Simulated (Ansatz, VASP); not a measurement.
Ge: VASP beside Ansatz

```
Ge
1.0
     0.00000    2.86624    2.81736
     2.86624    0.00000    2.81736
     2.86624    2.86624    0.00000
Ge
2
Direct
  0.00000 0.00000 0.00000
  0.25000 0.25000 0.25000
```

Change from the starting cell: strained cell.

Alike in both runs: functional PBEsol; k mesh 10 × 10 × 10; occupations gaussian, width 0.1 eV; no spin polarisation.

Ansatz relaxed the structure, and its values are those at the end. VASP's run is a single point on that final structure, the one shown.

|  | VASP | Ansatz |
| --- | --- | --- |
| version | VASP 6.6.1 | Ansatz 0.2.0 |
| potentials or method | VASP PAW PBE potentials, release 64 (Ge_d), cutoff 520 eV | scalar-relativistic, plane waves, PAW |
| valence electrons in the cell | 28 | 28 |

|  | VASP | Ansatz | Ansatz less VASP |
| --- | --- | --- | --- |
| gap on the k mesh at the Fermi level (eV) | 0.09 | 0.09 | -0.006 |
| least direct gap on the mesh (eV) | 0.13 | 0.13 | 0.000 |
| pressure (GPa) | -1.2 | -0.8 | +0.41 |

VASP's potentials were made for PBE, not for PBEsol. Ansatz's warnings: stress scf threshold loose.
